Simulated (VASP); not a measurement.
A run of VASP 6.6.1 is set up as follows.

The input INCAR:

```
PREC = Accurate
ENCUT = 520
EDIFF = 1E-6
ISMEAR = -1
SIGMA = 0.05
LREAL = F
LASPH = T
NELM = 60
ALGO = Normal
ISIF = 2
LWAVE = F
LCHARG = F
GGA = PE
NBANDS = 60
```

The input KPOINTS:

```
Automatic mesh
0
Gamma
  3 9 6
```

The input POSCAR:

```
TiO2
1.0
    9.3311600044      0.0000000000      0.0000000000
    0.0000000000      2.9185153688      0.0000000000
    0.0000000000      0.0000000000      4.8359459323
Ti O
4 8
Direct
    0.6369000000      0.2500000000      0.5646300000
    0.3631000000      0.7500000000      0.4353700000
    0.8631000000      0.7500000000      0.0646300000
    0.1369000000      0.2500000000      0.9353700000
    0.4724000000      0.2500000000      0.2916000000
    0.5276000000      0.7500000000      0.7084000000
    0.0276000000      0.7500000000      0.7916000000
    0.9724000000      0.2500000000      0.2084000000
    0.7663000000      0.2500000000      0.8635000000
    0.2337000000      0.7500000000      0.1365000000
    0.7337000000      0.7500000000      0.3635000000
    0.2663000000      0.2500000000      0.6365000000
```

Potentials or basis: VASP PAW PBE potentials, release 64 (Ti_sv, O).

Run with:

```bash
$ cat potpaw_PBE.64/Ti_sv/POTCAR potpaw_PBE.64/O/POTCAR > POTCAR
$ mpirun -np 1 vasp_std > vasp.out
```

(1) What does it give for the pressure?

(2) Predict the band gap on the k mesh.

(3) Estimate the largest force.

Results:

(1) 11.7 GPa.

(2) 2.57 eV, indirect (least direct gap 2.62 eV).

(3) 0.352 eV/Å.
